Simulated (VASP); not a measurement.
# Sc (P6_3/mmc) in VASP: a series of runs, part 2 of 2

VASP 6.6.1. The steps go on from the part before.

### 3 Relaxation of cell and atoms, r2SCAN, target pressure 10 GPa, at which the enthalpy is minimised

File POSCAR:

```
Sc
1.0
    3.3090000000      0.0000000000      0.0000000000
   -1.6545000000      2.8656780000      0.0000000000
    0.0000000000      0.0000000000      5.2733000000
Sc
2
Direct
    0.3333333333      0.6666666667      0.2500000000
    0.6666666667      0.3333333333      0.7500000000
```

File INCAR.step1:

```
PREC     = Accurate       # precision mode
ENCUT    = 600            # plane-wave cutoff, eV
ISMEAR   = 1              # smearing method
SIGMA    = 0.15           # smearing width, eV
LREAL    = False          # projectors in reciprocal space
LASPH    = True           # aspherical terms in the spheres
NELM     = 60             # most SCF steps
GGA      = PE             # functional
ALGO     = Normal         # electronic algorithm
EDIFF    = 1E-4           # SCF threshold, eV
LWAVE    = True           # write WAVECAR
LCHARG   = False          # write CHGCAR
```

File INCAR.step2:

```
PREC     = Accurate       # precision mode
ENCUT    = 600            # plane-wave cutoff, eV
EDIFF    = 1E-6           # SCF threshold, eV
ISMEAR   = 1              # smearing method
SIGMA    = 0.15           # smearing width, eV
LREAL    = False          # projectors in reciprocal space
LASPH    = True           # aspherical terms in the spheres
NELM     = 60             # most SCF steps
ALGO     = Normal         # electronic algorithm
ISIF     = 3              # what is computed and relaxed
LWAVE    = False          # write WAVECAR
LCHARG   = False          # write CHGCAR
METAGGA  = R2SCAN         # meta-GGA
LMIXTAU  = True         
IBRION   = 2              # ionic algorithm
NSW      = 50             # ionic steps
EDIFFG   = -0.01          # ionic threshold
PSTRESS  = 100.0        
ISTART   = 1
```

File KPOINTS:

```
regular mesh
0
Gamma
  10 10 6
```

Potentials or basis: VASP PAW PBE potentials, release 64 (Sc_sv).

Launch:

```bash
$ cat potpaw_PBE.64/Sc_sv/POTCAR > POTCAR
$ cp INCAR.step1 INCAR
$ mpirun -np 1 vasp_std > vasp.out
$ cp INCAR.step2 INCAR
$ mpirun -np 1 vasp_std > vasp.out
```

OUTCAR:

```text
PREC = Accurate
   ENCUT = 600
   EDIFF = 1E-6
   ISMEAR = 1
   LREAL = False
   LASPH = True
   NELM = 60
   ISIF = 3
   METAGGA = R2SCAN
   IBRION = 2
   NSW = 50
   EDIFFG = -0.01
   PSTRESS = 100.0
   ISTART = 1

 ion  position               nearest neighbor table
   1  0.333  0.667  0.250-   2 3.26   2 3.26   2 3.26   2 3.26   2 3.26   2 3.26
   2  0.667  0.333  0.750-   1 3.26   1 3.26   1 3.26   1 3.26   1 3.26   1 3.26

  LATTYP: Found a hexagonal cell.
 ALAT       =     3.3090000000
 C/A-ratio  =     1.5936234512

  Lattice vectors:

 A1 = (   3.3090000000,   0.0000000000,   0.0000000000)
 A2 = (  -1.6545000000,   2.8656780000,   0.0000000000)
 A3 = (   0.0000000000,   0.0000000000,   5.2733000000)

Analysis of symmetry for initial positions (statically):
=====================================================================
 Subroutine PRICEL returns:
 Original cell was already a primitive cell.

 Routine SETGRP: Setting up the symmetry group for a
 hexagonal supercell.

 Subroutine GETGRP returns: Found 24 space group operations
 (whereof 12 operations were pure point group operations)
 out of a pool of 24 trial point group operations.

The static configuration has the point symmetry D_3d.
 The point group associated with its full space group is D_6h.

Analysis of symmetry for dynamics (positions and initial velocities):
=====================================================================
 Subroutine PRICEL returns:
 Original cell was already a primitive cell.

 Routine SETGRP: Setting up the symmetry group for a
 hexagonal supercell.

 Subroutine GETGRP returns: Found 24 space group operations
 (whereof 12 operations were pure point group operations)
 out of a pool of 24 trial point group operations.

The dynamic configuration has the point symmetry D_3d.
 The point group associated with its full space group is D_6h.

 Subroutine INISYM returns: Found 24 space group operations
 (whereof 12 operations are pure point group operations),
 and found     1 'primitive' translations

[... 139 lines left out ...]
  ---------------------------------------------------
  ext. energy  EPLUGINS =         0.00000000
  ---------------------------------------------------
  free energy    TOTEN  =       -22.70656555 eV

  energy without entropy =      -22.70219273  energy(sigma->0) =      -22.70510794

------------------------ aborting loop because EDIFF is reached ----------------------------------------

  FORCE on cell =-STRESS in cart. coord.  units (eV):
  Direction    XX          YY          ZZ          XY          YZ          ZX
  --------------------------------------------------------------------------------------
  -------------------------------------------------------------------------------------
  Total        0.1916321      0.1916321     -0.2978711      0.0000000     -0.0000000      0.0000000
  in kB        6.1400541      6.1400539     -9.5440425      0.0000000     -0.0000000      0.0000000
  external PRESSURE =     -99.0879782 kB  Pullay stress =     100.0000000 kB
[... 291 lines left out ...]
--------------------------------------- Ionic step        9  -------------------------------------------

 number of electron      21.9999999 magnetization

 Free energy of the ion-electron system (eV)
  ---------------------------------------------------
  ext. energy  EPLUGINS =         0.00000000
  ---------------------------------------------------
  free energy    TOTEN  =       -22.51808363 eV

  energy without entropy =      -22.52057273  energy(sigma->0) =      -22.51891333

 E-fermi :   4.5325     XC(G=0): -11.1918

 val. band max:        4.4761759415   @ k =   0.5000  -0.0000   0.3333
 cond. band min:       4.5336904360   @ k =   0.3000   0.1000   0.1667
 fundamental gap:      0.0575144945
 Fermi energy:         4.5325121875

 k-point     1 :       0.0000    0.0000    0.0000
  band No.  band energies     occupation
      1     -46.6061      2.00000
      2     -46.4695      2.00000
      3     -24.6381      2.00000
      4     -24.0600      2.00000
      5     -24.0600      2.00000
      6     -23.9501      2.00000
      7     -23.9501      2.00000
      8     -23.9182      2.00000
      9      -1.1687      2.00000
     10       2.6526      2.00000
     11       5.5527     -0.00000
     12       6.4905     -0.00000
     13       6.4905     -0.00000
     14       6.9553     -0.00000
[... 401 lines left out ...]
      2     -46.4623      2.00000
      3     -24.5018      2.00000
      4     -24.3806      2.00000
      5     -24.2727      2.00000
      6     -24.1862      2.00000
      7     -24.0824      2.00000
      8     -24.0326      2.00000
      9       2.6548      2.00000
     10       3.4163      2.00000
     11       3.9541      2.00000
     12       4.2445      2.02052
     13       6.0849     -0.00000
     14       6.2235     -0.00000
     15       6.8675     -0.00000

 [... further k-points ...]

------------------------ aborting loop because EDIFF is reached ----------------------------------------

  FORCE on cell =-STRESS in cart. coord.  units (eV):
  Direction    XX          YY          ZZ          XY          YZ          ZX
  --------------------------------------------------------------------------------------
  -------------------------------------------------------------------------------------
  Total        2.6922798      2.6922796      2.6916074     -0.0000000      0.0000000      0.0000000
  in kB       99.9469301     99.9469244     99.9219707     -0.0000000      0.0000000      0.0000000
  external PRESSURE =      -0.0613916 kB  Pullay stress =     100.0000000 kB
[... 21 lines left out ...]
  energy  without entropy=      -22.5205727331  energy(sigma->0) =      -22.51891333

  enthalpy is  TOTEN    =       -19.8243743261 eV   P V=        2.6937093021

 reached required accuracy - stopping structural energy minimisation
```

OUTCAR.step1:

```text
PREC = Accurate
   ENCUT = 600
   ISMEAR = 1
   LREAL = False
   LASPH = True
[... 657 lines left out ...]
     -0.00000      1.91045      1.31832         0.000000      0.000000      0.000000
      1.65450      0.95523      3.95498        -0.000000      0.000000      0.000000
 -----------------------------------------------------------------------------------
    total drift:                               -0.000000      0.000000     -0.000000

  FREE ENERGIE OF THE ION-ELECTRON SYSTEM (eV)
  ---------------------------------------------------
  free  energy   TOTEN  =       -12.4907841417 eV

  energy  without entropy=      -12.4865705122  energy(sigma->0) =      -12.48937960
```

Run time: 17 min. Hardware: 1 thread of Intel Xeon Platinum 8259CL at 2.50GHz (Skylake/Cascade Lake), shared host; peak memory 0.22 GiB.

Results:

| Item | Value |
| --- | --- |
| Free energy | -22.5181 eV |
| Relaxed volume | 21.58 Å³/atom |
| Relaxed cell | a = 3.192 Å, b = 3.192 Å, c = 4.890 Å, α = 90.00°, β = 90.00°, γ = 120.00° |
| Space group after relaxing (to 0.1 Å) | P6_3/mmc (No. 194) |
| Energy change on relaxing (the run minimises the enthalpy) | +94.2 meV/atom |
| Ionic steps | 9 |
| Pressure after relaxing | 10.0 GPa |
| Band gap on the k mesh | zero (bands 11 and 12 overlap by 1.90 eV) |

Step by step:
```csv
step,energy change (eV),largest force (eV/Å),pressure (GPa),volume (Å³)
1,0.0000,0.0000,0.09,50.00
2,0.5055,0.0000,18.39,39.63
3,0.1906,0.0000,10.05,43.27
4,0.1987,0.0000,10.28,43.14
5,0.1951,0.0000,10.25,43.08
6,0.1963,0.0000,10.26,43.03
7,0.1965,0.0000,10.25,43.03
8,0.1822,0.0000,9.84,43.26
9,0.1885,0.0000,9.99,43.16
```

Final structure:
```cif
data_structure
_symmetry_space_group_name_H-M 'P 1'
_symmetry_Int_Tables_number 1
_cell_length_a 3.1922
_cell_length_b 3.1922
_cell_length_c 4.8904
_cell_angle_alpha 90.000
_cell_angle_beta 90.000
_cell_angle_gamma 120.000
_cell_volume 43.16
loop_
_atom_site_label
_atom_site_type_symbol
_atom_site_fract_x
_atom_site_fract_y
_atom_site_fract_z
_atom_site_occupancy
Sc1 Sc 0.33333 0.66667 0.25000 1
Sc2 Sc 0.66667 0.33333 0.75000 1
```

Caveat: the cell is relaxed towards a set pressure, so the run minimises the enthalpy, not the energy; the PAW data sets were made with another functional, which shifts forces and pressure a little.

### 4 Relaxation of cell and atoms, r2SCAN, target pressure 20 GPa, at which the enthalpy is minimised

POSCAR is that of step 3.

File INCAR.step1:

```
SYSTEM = Sc
ALGO = Normal
EDIFF = 1E-4
ENCUT = 600
GGA = PE
ISMEAR = 1
LASPH = .True.
LCHARG = .False.
LREAL = .False.
LWAVE = .True.
NELM = 100
PREC = Accurate
SIGMA = 0.15
```

File INCAR.step2:

```
SYSTEM = Sc
ALGO = Normal
EDIFF = 1E-7
EDIFFG = -0.01
ENCUT = 600
IBRION = 2
ISIF = 3
ISMEAR = 1
ISTART = 1
LASPH = .True.
LCHARG = .False.
LMIXTAU = .True.
LREAL = .False.
LWAVE = .False.
METAGGA = R2SCAN
NELM = 100
NSW = 50
PREC = Accurate
PSTRESS = 200.0
SIGMA = 0.15
```

File KPOINTS:

```
k-points
0
Gamma
  10 10 6
  0 0 0
```

Potentials or basis: VASP PAW PBE potentials, release 64 (Sc_sv).

Launch:

```bash
$ cat potpaw_PBE.64/Sc_sv/POTCAR > POTCAR
$ cp INCAR.step1 INCAR
$ mpirun -np 1 vasp_std > vasp.out
$ cp INCAR.step2 INCAR
$ mpirun -np 1 vasp_std > vasp.out
```

OUTCAR:

```text
SYSTEM = Sc
   EDIFF = 1E-7
   EDIFFG = -0.01
   ENCUT = 600
   IBRION = 2
   ISIF = 3
   ISMEAR = 1
   ISTART = 1
   LASPH = .True.
   LREAL = .False.
   METAGGA = R2SCAN
   NELM = 100
   NSW = 50
   PREC = Accurate
   PSTRESS = 200.0

 ion  position               nearest neighbor table
   1  0.333  0.667  0.250-   2 3.26   2 3.26   2 3.26   2 3.26   2 3.26   2 3.26
   2  0.667  0.333  0.750-   1 3.26   1 3.26   1 3.26   1 3.26   1 3.26   1 3.26

  LATTYP: Found a hexagonal cell.
 ALAT       =     3.3090000000
 C/A-ratio  =     1.5936234512

  Lattice vectors:

 A1 = (   3.3090000000,   0.0000000000,   0.0000000000)
 A2 = (  -1.6545000000,   2.8656780000,   0.0000000000)
 A3 = (   0.0000000000,   0.0000000000,   5.2733000000)

Analysis of symmetry for initial positions (statically):
[... 388 lines left out ...]
      1     -45.6751      2.00000
      2     -45.4614      2.00000
      3     -23.8595      2.00000
      4     -23.0639      2.00000
      5     -23.0639      2.00000
      6     -22.9077      2.00000
      7     -22.9077      2.00000
      8     -22.8512      2.00000
      9      -0.5823      2.00000
     10       3.1535      2.00000
     11       6.7994     -0.00000
     12       7.2606     -0.00000
     13       7.2606     -0.00000
     14       7.9007     -0.00000
[... 401 lines left out ...]
      2     -45.4558      2.00000
      3     -23.6703      2.00000
      4     -23.4955      2.00000
      5     -23.3495      2.00000
      6     -23.2335      2.00000
      7     -23.0809      2.00000
      8     -23.0140      2.00000
      9       3.2960      2.00000
     10       3.9461      2.00000
     11       4.5736      2.00000
     12       4.9688      2.03197
     13       6.8474     -0.00000
     14       7.1711     -0.00000
     15       7.8028     -0.00000

 [... further k-points ...]

------------------------ aborting loop because EDIFF is reached ----------------------------------------

  FORCE on cell =-STRESS in cart. coord.  units (eV):
  Direction    XX          YY          ZZ          XY          YZ          ZX
  --------------------------------------------------------------------------------------
  -------------------------------------------------------------------------------------
  Total        4.8588811      4.8588807      4.8631562      0.0000000      0.0000000      0.0000000
  in kB      199.9503508    199.9503374    200.1262792      0.0000000      0.0000000      0.0000000
  external PRESSURE =       0.0089891 kB  Pullay stress =     200.0000000 kB
[... 21 lines left out ...]
  energy  without entropy=      -22.1374237953  energy(sigma->0) =      -22.13326795

  enthalpy is  TOTEN    =       -17.2711024756 eV   P V=        4.8600875553

 reached required accuracy - stopping structural energy minimisation
```

OSZICAR.step1:

```text
N       E                     dE             d eps       ncg     rms          rms(c)
DAV:   1     0.406857957246E+03    0.40686E+03   -0.11880E+04  1680   0.173E+03
DAV:   2     0.113402932031E+02   -0.39552E+03   -0.38979E+03  2297   0.658E+02
DAV:   3    -0.134894597892E+02   -0.24830E+02   -0.23987E+02  2800   0.196E+02
DAV:   4    -0.139070088987E+02   -0.41755E+00   -0.40799E+00  2578   0.241E+01
DAV:   5    -0.139144699353E+02   -0.74610E-02   -0.74578E-02  2793   0.305E+00    0.751E+00
DAV:   6    -0.126588278841E+02    0.12556E+01   -0.29581E+00  2100   0.224E+01    0.223E+00
DAV:   7    -0.125022812745E+02    0.15655E+00   -0.71547E-01  2184   0.100E+01    0.879E-01
DAV:   8    -0.124925477003E+02    0.97336E-02   -0.33003E-02  2296   0.272E+00    0.263E-01
DAV:   9    -0.124907698199E+02    0.17779E-02   -0.10223E-02  2191   0.123E+00    0.220E-02
DAV:  10    -0.124907841417E+02   -0.14322E-04   -0.10958E-04  1687   0.196E-01
   1 F= -.12490784E+02 E0= -.12489380E+02  d E =-.421363E-02
```

It took 24 min on 1 thread of Intel Xeon Platinum 8259CL at 2.50GHz (Skylake/Cascade Lake), shared host; peak memory 0.23 GiB.

What came out:

- Free energy: -22.1312 eV
- Relaxed volume: 19.47 Å³/atom
- Relaxed cell: a = 3.097 Å, b = 3.097 Å, c = 4.687 Å, α = 90.00°, β = 90.00°, γ = 120.00°
- Space group after relaxing (to 0.1 Å): P6_3/mmc (No. 194)
- Energy change on relaxing (the run minimises the enthalpy): +287.7 meV/atom
- Ionic steps: 10
- Pressure after relaxing: 20.0 GPa
- Band gap on the k mesh: zero (bands 11 and 12 overlap by 2.25 eV)

The path:
```
step  energy change (eV)  largest force (eV/Å)  pressure (GPa)  volume (Å³)
   1              0.0000                0.0000            0.09        50.00
   2              2.4088                0.0000           54.59        30.72
   3              0.5313                0.0000           18.95        39.44
   4              0.5773                0.0000           20.02        39.06
   5              0.6027                0.0000           20.60        38.86
   6              0.5992                0.0000           20.66        38.77
   7              0.6041                0.0000           20.69        38.71
   8              0.6054                0.0000           20.70        38.70
   9              0.5441                0.0000           19.27        39.19
  10              0.5754                0.0000           20.00        38.93
```

Final structure:
```yaml
crystal:
  lattice:
    - [3.09701, 0.00000, 0.00000]
    - [-1.54851, 2.68209, 0.00000]
    - [0.00000, 0.00000, 4.68715]
  atoms:
    - { symbol: Sc, position: [0.33333, 0.66667, 0.25000] }
    - { symbol: Sc, position: [0.66667, 0.33333, 0.75000] }
```

Levels at points of the mesh, in eV from the Fermi level:
| k point | band 8 | band 9 | band 10 | band 11 | band 12 | band 13 | band 14 | band 15 |
| --- | --- | --- | --- | --- | --- | --- | --- | --- |
| (0.00, 0.00, 0.00) | -28.08 | -5.82 | -2.08 | 1.57 | 2.03 | 2.03 | 2.67 | 2.78 |
| (0.50, 0.00, 0.00) | -28.21 | -1.78 | -1.53 | -1.00 | -0.27 | 1.62 | 2.00 | 2.70 |
| (0.00, 0.00, 0.50) | -28.22 | -3.82 | -3.82 | 1.38 | 1.38 | 1.88 | 1.88 | 1.88 |
| (0.50, 0.00, 0.50) | -28.30 | -1.89 | -1.89 | 0.18 | 0.18 | 1.94 | 1.94 | 3.13 |

Caveat: the cell is relaxed towards a set pressure, so the run minimises the enthalpy, not the energy; the volume moved by over 15 % at a fixed basis, so the end points are rough; the PAW data sets were made with another functional, which shifts forces and pressure a little.

### 5 Overview

| cell | gap on the mesh (eV) | pressure (GPa) |
| --- | --- | --- |
| relaxed | none | 0.0 |
| relaxed to 10 GPa | none | 10.0 |
| relaxed to 20 GPa | none | 20.0 |

Alike in all rows: task relaxation of cell and atoms; level r2SCAN; potentials or basis VASP PAW PBE potentials, release 64 (Sc_sv); no spin polarisation; k mesh 10 × 10 × 6; cutoff (eV) 600; smearing methfessel-paxton 0.15 eV.

Caveats: the PAW data sets were made with another functional, which shifts forces and pressure a little; the cell is relaxed towards a set pressure, so the run minimises the enthalpy, not the energy (at least some runs); the volume moved by over 15 % at a fixed basis, so the end points are rough (at least some runs).

Total energies depend on the potentials used, so only differences within one code and one set of settings carry meaning.

The gap in the log of VASP goes by the Fermi energy; the results here count the filled bands.